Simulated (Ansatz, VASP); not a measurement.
## One calculation of AlN, two programs

```
Al N
1.0
     3.11300    0.00000    0.00000
    -1.55650    2.69594    0.00000
     0.00000    0.00000    4.98100
Al N
2 2
Direct
  0.33333 0.66667 0.00000
  0.66667 0.33333 0.50000
  0.33333 0.66667 0.38000
  0.66667 0.33333 0.88000
```

Alike in both runs: task single point; functional PBE; k mesh 8 × 8 × 5; no spin polarisation.

|  | VASP | Ansatz |
| --- | --- | --- |
| version | VASP 6.6.1 | Ansatz 0.2.0 |
| potentials or method | VASP PAW PBE potentials, release 64 (Al, N), cutoff 600 eV | all-electron (LAPW or listed datasets) |
| occupations | gaussian, width 0.01 eV | fixed |

|  | VASP | Ansatz | Ansatz less VASP |
| --- | --- | --- | --- |
| gap on the k mesh at the Fermi level (eV) | 4.22 | 4.22 | -0.004 |
| pressure (GPa) | 3.3 | 3.6 | +0.28 |
| traceless stress, the component that is largest in VASP (GPa) | 1.10 | 1.07 | -0.034 |

Ansatz ran all-electron here, and VASP with PAW potentials.
